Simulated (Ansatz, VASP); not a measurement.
## Two plane-wave programs on Ta

File POSCAR:

```
Ta
1.0
    0.0000000000      3.0696758892      3.0696758892
    3.0696758892      0.0000000000      3.0696758892
    3.0696758892      3.0696758892      0.0000000000
Ta
2
Direct
    0.1250000000      0.1250000000      0.1250000000
    0.8750000000      0.8750000000      0.8750000000
```

The input INCAR.step1:

```
SYSTEM = Ta
PREC = Accurate
ENCUT = 520
ISMEAR = -1
SIGMA = 0.1
LREAL = .False.
LASPH = .True.
NELM = 100
NBANDS = 18
GGA = PE
ALGO = Normal
EDIFF = 1E-4
LWAVE = .True.
LCHARG = .False.
```

Contents of INCAR.step2:

```
SYSTEM = Ta
PREC = Accurate
ENCUT = 520
EDIFF = 1E-6
ISMEAR = -1
SIGMA = 0.1
LREAL = .False.
LASPH = .True.
NELM = 100
ALGO = Normal
ISIF = 2
LWAVE = .False.
LCHARG = .False.
METAGGA = R2SCAN
LMIXTAU = .True.
NBANDS = 18
ISTART = 1
```

The input KPOINTS:

```
regular mesh
0
Gamma
  10 10 10
  0 0 0
```

Input for Ansatz:

```yaml
crystal:
  lattice:
    - [0.0, 3.0696758892, 3.0696758892]
    - [3.0696758892, 0.0, 3.0696758892]
    - [3.0696758892, 3.0696758892, 0.0]
  atoms:
    - { symbol: Ta, position: [0.125, 0.125, 0.125] }
    - { symbol: Ta, position: [0.875, 0.875, 0.875] }
hamiltonian:
  xc: r2scan
  pseudopotentials:
    kind: paw
    azcp:
      Ta: "pseudopotentials/Ta.paw.azcp"
basis:
  ecutwfc: 500
  fft_grid_basis: typed
kpoints:
  mp_grid: { grid: [10, 10, 10], shift: [0, 0, 0] }
magnetization:
  spin_polarized: false
scf:
  occupations: { method: fermi_dirac, width: 0.1 }
  lower_state_search: "off"
output:
  stress: true
```

Alike in both runs: task single point; functional r2SCAN; k mesh 10 × 10 × 10; occupations fermi-dirac, width 0.1 eV; no spin polarisation.

|  | VASP | Ansatz |
| --- | --- | --- |
| version | VASP 6.6.1 | Ansatz 0.2.0 |
| potentials or method | VASP PAW PBE potentials, release 64 (Ta_pv), cutoff 520 eV | plane waves (500 eV) with PAW, scalar-relativistic |
| valence electrons in the cell | 22 | 26 |

|  | VASP | Ansatz | Ansatz less VASP |
| --- | --- | --- | --- |
| pressure (GPa) | -2.3 | -2.5 | -0.25 |

VASP's potentials were made for PBE, not for r2SCAN. VASP's potentials hold 22 valence electrons a cell and Ansatz's 26, so a difference there can come from the potentials and not from the codes.

Neither program's run includes spin-orbit coupling.
